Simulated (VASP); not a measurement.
Wanted: the native input for a VASP 6.6.1 run.

- Task: single point
- Functional: PBE
- Potentials or basis: VASP PAW PBE potentials, release 64 (K_sv)
- Cutoff: 520 eV
- k mesh: 14 × 14 × 14
- Occupations: gaussian, width 0.15 eV
- Spin: no spin polarisation
- Dipole correction: no
- Further INCAR settings: ALGO = Fast; EDIFF = 1e-06; NBANDS = 10

The structure of K lies in POSCAR:

```
K
1.0
   -2.4871000000      2.4871000000      2.6180000000
    2.4871000000     -2.4871000000      2.6180000000
    2.4871000000      2.4871000000     -2.6180000000
K
1
Direct
    0.0000000000      0.0000000000      0.0000000000
```

This cell differs from its parent crystal: strain -0.0500 x Voigt [1, 1, 0, 0, 0, 0].

The input as run:

INCAR

```
SYSTEM = K
ALGO = Fast
EDIFF = 1E-6
ENCUT = 520
GGA = PE
ISIF = 2
ISMEAR = 0
LASPH = .True.
LCHARG = .False.
LREAL = .False.
LWAVE = .False.
NBANDS = 10
NELM = 80
PREC = Accurate
SIGMA = 0.15
```

KPOINTS

```
k-points
0
Gamma
  14 14 14
  0 0 0
```

Potentials or basis: VASP PAW PBE potentials, release 64 (K_sv).

The run is started by

```bash
$ cat potpaw_PBE.64/K_sv/POTCAR > POTCAR
$ mpirun -np 1 vasp_std > vasp.out
```

Results of the run:

- Pressure: 0.6 GPa
- Band gap on the k mesh: zero (an odd number of electrons rules out a gap without spin polarisation)

Caveat: the cell differs from its parent crystal (strain -0.0500 x Voigt [1, 1, 0, 0, 0, 0]).

Run time: 3.4 min on 1 thread of Intel Xeon 8259CL, with other jobs on the host, peak memory 0.31 GiB.
